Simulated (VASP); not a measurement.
Crystal: Ba3SbP.

```
Ba Sb P
1.0
     6.11318    0.00000    0.00000
     0.00000    6.11318    0.00000
     0.00000    0.00000    6.11318
Ba Sb P
3 1 1
Direct
  0.00000 0.50000 0.50000
  0.50000 0.00000 0.50000
  0.50000 0.50000 0.00000
  0.00000 0.00000 0.00000
  0.50000 0.50000 0.50000
```

Program: VASP 6.6.1. Alike in all runs: task single point; no spin polarisation; cell as given; k mesh 3 × 3 × 3; smearing gaussian 0.01 eV.

Q: Order these runs on this cell by their band gap on the k mesh, lowest first.
A. level revPBE; potentials or basis VASP PAW PBE potentials, release 64 (Ba_sv, Sb, P); cutoff (eV) 500
B. level r2SCAN; potentials or basis VASP PAW PBE potentials, release 64 (Ba_sv, Sb, P); cutoff (eV) 550
C. level LDA; potentials or basis VASP PAW LDA potentials, release 64 (Ba_sv, Sb, P); cutoff (eV) 500

A: C (0.12 eV), A (0.38 eV), B (0.75 eV).

Caveats: semilocal functionals underestimate gaps, and a narrow one can read as zero; spin-orbit coupling is left out, which moves the levels of the heavy elements; an odd mesh through Γ misses points on the zone boundary, where band edges can lie (at least some runs).
